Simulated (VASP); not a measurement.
## Zr: single point with LDA+U

Zr:

```
CELL_PARAMETERS angstrom
0.00000 2.25500 2.25500
2.25500 0.00000 2.25500
2.25500 2.25500 0.00000
ATOMIC_POSITIONS crystal
Zr 0.00000 0.00000 0.00000
```

This isn't the form of Zr at room conditions, which is hcp.

| Item | Value |
| --- | --- |
| Program | VASP 6.6.1 |
| Task | single point |
| Functional | LDA |
| Potentials or basis | VASP PAW LDA potentials, release 64 (Zr_sv) |
| Cutoff | 520 eV |
| k mesh | 10 × 10 × 10 |
| Occupations | fermi-dirac, width 0.1 eV |
| Spin | no spin polarisation |
| Hubbard terms | Zr d U = 7.0 eV |
| Dipole correction | no |
| k mesh for the DOS | 15 × 15 × 15 |
| Occupations for the DOS | tetrahedron |
| Further INCAR settings | ALGO = Fast; EDIFF = 1e-06; NBANDS = 12 |

* Valence electrons inside the program's atomic spheres: Zr 9.60

Levels at points of the mesh, in eV from the Fermi level:
| k point | band 4 | band 5 | band 6 | band 7 | band 8 | band 9 |
| --- | --- | --- | --- | --- | --- | --- |
| (0.00, 0.00, 0.00) | -27.60 | -6.54 | 1.48 | 1.48 | 1.48 | 4.46 |

Eigenvalues of the final occupation matrices:
| site | spin | trace | eigenvalues |
| --- | --- | --- | --- |
| site 1 d | 1 | 0.67 | 0.10 0.10 0.16 0.16 0.16 |
| site 1 d | 2 | 0.67 | 0.10 0.10 0.16 0.16 0.16 |

Wall time 12 s on 1 thread of Intel(R) Xeon(R) 6975P-C (Granite Rapids) (shared host), peak memory 0.14 GiB.

Caveat: U without spin polarisation on a metal has little footing; the U is typed as a test and isn't derived for this compound.
